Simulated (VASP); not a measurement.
# TiO2 (P4_2/mnm) in VASP: a series of runs

Runs on TiO2. Level: r2SCAN. Tasks: relaxation of cell and atoms.

Program: VASP 6.6.1. These are calculated values, not measurements. Logs are shortened: lines on timing, memory, paths and dates and some standing lists are left out, and cuts for length are marked.

### Step 1. The cell of the first run

The structure is tetragonal, space group P4_2/mnm (No. 136). Conventional cell: a = 4.597 Å, b = 4.597 Å, c = 2.954 Å, α = 90.00°, β = 90.00°, γ = 90.00°. Within 2.6 Å of Ti (site symmetry mmm) lie 6 O at 1.95 to 1.98 Å. Within 2.6 Å of O (site symmetry m2m) lie 3 Ti at 1.95 to 1.98 Å and 1 O at 2.54 Å.

### Step 2. Relaxation of cell and atoms, r2SCAN, target pressure 7 GPa, at which the enthalpy is minimised

POSCAR reads:

```
TiO2
1.0
    4.5969450695      0.0000000000      0.0000000000
    0.0000000000      4.5969450695      0.0000000000
    0.0000000000      0.0000000000      2.9535431401
Ti O
2 4
Direct
    0.0000000000      0.0000000000      0.0000000000
    0.5000000000      0.5000000000      0.5000000000
    0.3046314432      0.3046314432      0.0000000000
    0.1953685568      0.8046314432      0.5000000000
    0.6953685568      0.6953685568      0.0000000000
    0.8046314432      0.1953685568      0.5000000000
```

INCAR.step1 reads:

```
ALGO = Normal
EDIFF = 1E-4
ENCUT = 600
GGA = PE
ISMEAR = 0
LASPH = True
LCHARG = False
LREAL = False
LWAVE = True
NELM = 60
PREC = Accurate
SIGMA = 0.01
```

INCAR.step2 reads:

```
ALGO = Normal
EDIFF = 1E-6
EDIFFG = -0.002
ENCUT = 600
IBRION = 2
ISIF = 3
ISMEAR = 0
ISTART = 1
LASPH = True
LCHARG = False
LMIXTAU = True
LREAL = False
LWAVE = False
METAGGA = R2SCAN
NELM = 60
NSW = 100
PREC = Accurate
PSTRESS = 70.0
SIGMA = 0.01
```

KPOINTS reads:

```
k-points
0
Gamma
  4 4 6
```

Potentials or basis: VASP PAW PBE potentials, release 64 (Ti_sv, O).

The run is started by

```console
cat potpaw_PBE.64/Ti_sv/POTCAR potpaw_PBE.64/O/POTCAR > POTCAR
cp INCAR.step1 INCAR
mpirun -np 1 vasp_std > vasp.out
cp INCAR.step2 INCAR
mpirun -np 1 vasp_std > vasp.out
```

OUTCAR:

```text
EDIFF = 1E-6
   EDIFFG = -0.002
   ENCUT = 600
   IBRION = 2
   ISIF = 3
   ISMEAR = 0
   ISTART = 1
   LASPH = True
   LREAL = False
   METAGGA = R2SCAN
   NELM = 60
   NSW = 100
   PREC = Accurate
   PSTRESS = 70.0

 ion  position               nearest neighbor table
   1  0.000  0.000  0.000-   4 1.95   6 1.95   4 1.95   6 1.95   5 1.98   3 1.98
   2  0.500  0.500  0.500-   3 1.95   5 1.95   3 1.95   5 1.95   4 1.98   6 1.98
   3  0.305  0.305  0.000-   2 1.95   2 1.95   1 1.98
   4  0.195  0.805  0.500-   1 1.95   1 1.95   2 1.98
   5  0.695  0.695  0.000-   2 1.95   2 1.95   1 1.98
   6  0.805  0.195  0.500-   1 1.95   1 1.95   2 1.98

  LATTYP: Found a simple tetragonal cell.
 ALAT       =     4.5969450695
 C/A-ratio  =     0.6425012906

  Lattice vectors:

 A1 = (   4.5969450695,   0.0000000000,   0.0000000000)
 A2 = (   0.0000000000,   4.5969450695,   0.0000000000)
 A3 = (   0.0000000000,   0.0000000000,   2.9535431401)

Analysis of symmetry for initial positions (statically):
=====================================================================
 Subroutine PRICEL returns:
 Original cell was already a primitive cell.

 Routine SETGRP: Setting up the symmetry group for a
 simple tetragonal supercell.

 Subroutine GETGRP returns: Found 16 space group operations
 (whereof  8 operations were pure point group operations)
 out of a pool of 16 trial point group operations.

The static configuration has the point symmetry D_2h.
 The point group associated with its full space group is D_4h.

Analysis of symmetry for dynamics (positions and initial velocities):
=====================================================================
 Subroutine PRICEL returns:
 Original cell was already a primitive cell.

 Routine SETGRP: Setting up the symmetry group for a
 simple tetragonal supercell.

 Subroutine GETGRP returns: Found 16 space group operations
 (whereof  8 operations were pure point group operations)
 out of a pool of 16 trial point group operations.

The dynamic configuration has the point symmetry D_2h.
 The point group associated with its full space group is D_4h.

 Subroutine INISYM returns: Found 16 space group operations
 (whereof  8 operations are pure point group operations),
 and found     1 'primitive' translations

----------------------------------------------------------------------------------------

                                     Primitive cell

  volume of cell :      62.4140

  direct lattice vectors                    reciprocal lattice vectors
     4.596945070  0.000000000  0.000000000     0.217535773  0.000000000  0.000000000
     0.000000000  4.596945070  0.000000000     0.000000000  0.217535773  0.000000000
     0.000000000  0.000000000  2.953543140     0.000000000  0.000000000  0.338576399

  length of vectors
     4.596945070  4.596945070  2.953543140     0.217535773  0.217535773  0.338576399

  position of ions in fractional coordinates (direct lattice)
     0.000000000  0.000000000  0.000000000
     0.500000000  0.500000000  0.500000000
     0.304631443  0.304631443  0.000000000
     0.195368557  0.804631443  0.500000000
     0.695368557  0.695368557  0.000000000
     0.804631443  0.195368557  0.500000000

  ion indices of the primitive-cell ions
   primitive index   ion index
                 1           1
                 2           2
                 3           3
                 4           4
                 5           5
                 6           6

----------------------------------------------------------------------------------------

 KPOINTS: k-points

Automatic generation of k-mesh.
 Grid dimensions read from file:
 generate k-points for:    4    4    6

 Generating k-lattice:

  Cartesian coordinates                     Fractional coordinates (reciprocal lattice)
     0.054383943  0.000000000  0.000000000     0.250000000  0.000000000  0.000000000
     0.000000000  0.054383943  0.000000000     0.000000000  0.250000000  0.000000000
     0.000000000  0.000000000  0.056429400     0.000000000  0.000000000  0.166666667

  Length of vectors
     0.054383943  0.054383943  0.056429400

  Shift w.r.t. Gamma in fractional coordinates (k-lattice)
     0.000000000  0.000000000  0.000000000

 Subroutine IBZKPT returns following result:
 ===========================================

 Found     24 irreducible k-points:

 Following reciprocal coordinates:
            Coordinates               Weight
  0.000000  0.000000  0.000000      1.000000
  0.250000  0.000000  0.000000      4.000000
  0.500000  0.000000  0.000000      2.000000
  0.250000  0.250000  0.000000      4.000000
  0.500000  0.250000  0.000000      4.000000
  0.500000  0.500000  0.000000      1.000000
[... 16 lines left out ...]
  0.500000  0.250000  0.500000      4.000000
  0.500000  0.500000  0.500000      1.000000
   k-points           NKPTS =     24   k-points in BZ     NKDIM =     24   number of bands    NBANDS=     28
   number of dos      NEDOS =    301   number of ions     NIONS =      6
   total plane-waves  NPLWV =  38400
   dimension x,y,z NGX =    40 NGY =   40 NGZ =   24
   dimension x,y,z NGXF=    80 NGYF=   80 NGZF=   48
   ions per type =               2   4
   NGX,Y,Z   is equivalent  to a cutoff of  14.47, 14.47, 13.51 a.u.
   NGXF,Y,Z  is equivalent  to a cutoff of  28.93, 28.93, 27.02 a.u.
 SYSTEM =  unknown system
   PREC   = accura    normal or accurate (medium, high low for compatibility)
   ISTART =      1    job   : 0-new  1-cont  2-samecut
   ICHARG =      0    charge: 1-file 2-atom 10-const
   ISPIN  =      1    spin polarized calculation?
   LNONCOLLINEAR =      F non collinear calculations
   LSORBIT =      F    spin-orbit coupling
   LASPH  =      T    aspherical Exc in radial PAW
   ENCUT  =  600.0 eV  44.10 Ry    6.64 a.u.   9.18  9.18  5.90*2*pi/ulx,y,z
   NELM   =     60;   NELMIN=  2; NELMDL=  0     # of ELM steps
   EDIFF  = 0.1E-05   stopping-criterion for ELM
   LREAL  =      F    real-space projection
   EDIFFG = -.2E-02   stopping-criterion for IOM
   NSW    =    100    number of steps for IOM
   IBRION =      2    ionic relax: 0-MD 1-quasi-New 2-CG
   NFREE  =      1    steps in history (QN), initial steepest desc. (CG)
   ISIF   =      3    stress and relaxation
   ISYM   =      2    0-nonsym 1-usesym 2-fastsym
   POTIM  = 0.5000    time-step for ionic-motion
   TEBEG  =    0.0;   TEEND  =   0.0 temperature during run
   PSTRESS=   70.0 pullay stress
   NELECT =      48.0000    total number of electrons
   NUPDOWN=      -1.0000    fix difference up-down
   EMIN   =  10.00;   EMAX   =-10.00  energy-range for DOS
   EFERMI =   0.00;   METHOD = LEGACY
   ISMEAR =     0;   SIGMA  =   0.01  broadening in eV -4-tet -1-fermi 0-gaus
   EFERMI_NEDOS =   21; number of points for ismear=-14 and -15
   IALGO  =     38    algorithm
   IMIX   =      4    mixing-type and parameters
     AMIX     =   0.40;   BMIX     =  1.00
     AMIX_MAG =   1.60;   BMIX_MAG =  1.00
  volume/ion in A,a.u.               =      10.40        70.20
  Fermi-wavevector in a.u.,A,eV,Ry     =   1.499896  2.834393 30.608880  2.249689
  Thomas-Fermi vector in A             =   2.611467
   LORBIT       =      0    0 simple, 1 ext, 2 COOP (PROOUT), +10 PAW based schemes
   METAGGA = R2SCAN    functional components
   LHFCALC =     F    Hartree Fock is set to
   AEXX    =    0.0000 exact exchange contribution
   IVDW    =     0    specifies the selected vdW correction
   LEPSILON=     F    determine dielectric tensor
   LRPA    =     F    only Hartree local field effects (RPA)
 conjugate gradient relaxation of ions
 non-spin polarized calculation
 Gauss-broadening in eV      SIGMA  =   0.01
  energy-cutoff  :      600.00
  volume of cell :       62.41
 maximum number of plane-waves:      2104
 NGX is ok and might be reduce to    40
   NGX = 19   NGY = 19   NGZ = 11

--------------------------------------- Ionic step        1  -------------------------------------------

 number of electron      47.9999988 magnetization

 Free energy of the ion-electron system (eV)
  ---------------------------------------------------
  ext. energy  EPLUGINS =         0.00000000
  ---------------------------------------------------
  free energy    TOTEN  =       -69.80552713 eV

  energy without entropy =      -69.80552713  energy(sigma->0) =      -69.80552713

------------------------ aborting loop because EDIFF is reached ----------------------------------------

  FORCE on cell =-STRESS in cart. coord.  units (eV):
  Direction    XX          YY          ZZ          XY          YZ          ZX
  --------------------------------------------------------------------------------------
  -------------------------------------------------------------------------------------
  Total        0.3125794      0.3125794      0.5981108      0.0000000      0.0000000      0.0000000
  in kB        8.0239644      8.0239644     15.3536020      0.0000000      0.0000000      0.0000000
  external PRESSURE =     -59.5328231 kB  Pullay stress =      70.0000000 kB
[... 105 lines left out ...]
  FREE ENERGIE OF THE ION-ELECTRON SYSTEM (eV)
  ---------------------------------------------------
  free  energy   TOTEN  =       -69.7709977333 eV

  energy  without entropy=      -69.7709977333  energy(sigma->0) =      -69.77099773

  enthalpy is  TOTEN    =       -67.1057316694 eV   P V=        2.6652660640

[... ionic steps 4 to 9 ...]

--------------------------------------- Ionic step       10  -------------------------------------------

 number of electron      47.9999995 magnetization

------------------------ aborting loop because EDIFF is reached ----------------------------------------

  FORCE on cell =-STRESS in cart. coord.  units (eV):
  Direction    XX          YY          ZZ          XY          YZ          ZX
  --------------------------------------------------------------------------------------
  -------------------------------------------------------------------------------------
  Total        2.6723252      2.6723252      2.6737868      0.0000000      0.0000000      0.0000000
  in kB       70.3266871     70.3266871     70.3651515      0.0000000      0.0000000      0.0000000
  external PRESSURE =       0.3395086 kB  Pullay stress =      70.0000000 kB
[... 69 lines left out ...]
  enthalpy is  TOTEN    =       -67.1089090388 eV   P V=        2.6602011360

--------------------------------------- Ionic step       12  -------------------------------------------

 number of electron      47.9999995 magnetization

 Free energy of the ion-electron system (eV)
  ---------------------------------------------------
  ext. energy  EPLUGINS =         0.00000000
  ---------------------------------------------------
  free energy    TOTEN  =       -69.76901250 eV

  energy without entropy =      -69.76901250  energy(sigma->0) =      -69.76901250

 E-fermi :   4.9766     XC(G=0): -12.3033

 val. band max:        4.8404445018   @ k =   0.0000   0.0000   0.0000
 cond. band min:       7.0909014116   @ k =   0.0000   0.0000   0.0000
 fundamental gap:      2.2504569098
 Fermi energy:         4.9765557189

 k-point     1 :       0.0000    0.0000    0.0000
  band No.  band energies     occupation
      1     -54.2533      2.00000
      2     -54.2326      2.00000
      3     -29.5479      2.00000
      4     -29.5479      2.00000
      5     -29.3510      2.00000
      6     -29.3510      2.00000
[... 766 lines left out ...]
  FREE ENERGIE OF THE ION-ELECTRON SYSTEM (eV)
  ---------------------------------------------------
  free  energy   TOTEN  =       -69.7690124980 eV

  energy  without entropy=      -69.7690124980  energy(sigma->0) =      -69.76901250

  enthalpy is  TOTEN    =       -67.1089086288 eV   P V=        2.6601038692

 reached required accuracy - stopping structural energy minimisation
```

Run time: 11 min. Hardware: 1 thread of AMD EPYC 9R45 (Zen 5), shared host; peak memory 0.2 GiB.

What came out:

* Free energy: -69.7690 eV
* Relaxed volume: 10.15 Å³/atom
* Relaxed cell: a = 4.548 Å, b = 4.548 Å, c = 2.944 Å, α = 90.00°, β = 90.00°, γ = 90.00°
* Space group after relaxing (to 0.1 Å): P4_2/mnm (No. 136)
* Energy change on relaxing (the run minimises the enthalpy): +6.1 meV/atom
* Ionic steps: 12
* Pressure after relaxing: 7.0 GPa
* Band gap on the k mesh: 2.25 eV

Step by step:
```
step  energy change (eV)  largest force (eV/Å)  pressure (GPa)  volume (Å³)
   1              0.0000                0.0320            1.05        62.41
   2              0.1823                0.2935           17.06        58.99
   3              0.0345                0.1365            7.06        61.00
   4              0.0362                0.0047            7.02        60.89
   5              0.0364                0.0083            7.04        60.89
   6              0.0365                0.0119            7.03        60.89
   7              0.0359                0.0028            6.96        60.90
   8              0.0359                0.0056            6.95        60.90
   9              0.0359                0.0050            6.96        60.90
  10              0.0367                0.0013            7.03        60.88
  11              0.0364                0.0022            7.00        60.89
  12              0.0365                0.0003            7.00        60.89
```

Final structure:
```
CELL_PARAMETERS angstrom
4.54786 0.00000 0.00000
0.00000 4.54786 0.00000
0.00000 0.00000 2.94373
ATOMIC_POSITIONS crystal
Ti 0.00000 0.00000 0.00000
Ti 0.50000 0.50000 0.50000
O 0.30366 0.30366 0.00000
O 0.19634 0.80366 0.50000
O 0.69634 0.69634 0.00000
O 0.80366 0.19634 0.50000
```

Caveat: the cell is relaxed towards a set pressure, so the run minimises the enthalpy, not the energy; the PAW data sets were made with another functional, which shifts forces and pressure a little.

[end of part 1 of 2]
